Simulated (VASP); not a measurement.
A run of VASP 6.6.1:

The input POSCAR:

```
KF
1.0
    0.0718561426      2.6776374869      2.6776374869
    2.6776374869      0.0718561426      2.6776374869
    2.6776374869      2.6776374869      0.0718561426
K F
1 1
Direct
    0.0000000000      0.0000000000      0.0000000000
    0.5000000000      0.5000000000      0.5000000000
```

INCAR.step1

```
SYSTEM = KF
ALGO     = Normal         ! electronic algorithm
EDIFF    = 1E-4           ! SCF threshold, eV
ENCUT    = 520            ! plane-wave cutoff, eV
GGA      = PE             ! functional
ISMEAR   = 0              ! smearing method
LASPH    = .TRUE.         ! aspherical terms in the spheres
LCHARG   = .FALSE.        ! write CHGCAR
LREAL    = .FALSE.        ! projectors in reciprocal space
LWAVE    = .TRUE.         ! write WAVECAR
NBANDS   = 15             ! bands
NELM     = 100            ! most SCF steps
PREC     = Accurate       ! precision mode
SIGMA    = 0.01           ! smearing width, eV
```

File INCAR.step2:

```
SYSTEM = KF
ALGO     = Normal         ! electronic algorithm
EDIFF    = 1E-7           ! SCF threshold, eV
ENCUT    = 520            ! plane-wave cutoff, eV
ISIF     = 2              ! what is computed and relaxed
ISMEAR   = 0              ! smearing method
ISTART   = 1            
LASPH    = .TRUE.         ! aspherical terms in the spheres
LCHARG   = .FALSE.        ! write CHGCAR
LMIXTAU  = .TRUE.       
LREAL    = .FALSE.        ! projectors in reciprocal space
LWAVE    = .FALSE.        ! write WAVECAR
METAGGA  = R2SCAN         ! meta-GGA
NBANDS   = 15             ! bands
NELM     = 100            ! most SCF steps
PREC     = Accurate       ! precision mode
SIGMA    = 0.01           ! smearing width, eV
```

The input KPOINTS:

```
k-points
0
G
  8 8 8
  0 0 0
```

Potentials or basis: VASP PAW PBE potentials, release 64 (K_sv, F).

Run with:

```bash
$ cat potpaw_PBE.64/K_sv/POTCAR potpaw_PBE.64/F/POTCAR > POTCAR
$ cp INCAR.step1 INCAR
$ mpirun -np 1 vasp_std > vasp.out
$ cp INCAR.step2 INCAR
$ mpirun -np 1 vasp_std > vasp.out
```

Hardware: 1 thread of Intel(R) Xeon(R) 6975P-C (Granite Rapids) (shared host).

Task: Estimate the wall time of this run.

Result: It took 63 s on 1 thread of Intel(R) Xeon(R) 6975P-C (Granite Rapids), with other jobs on the host, peak memory 0.18 GiB. Counts: k points 65.
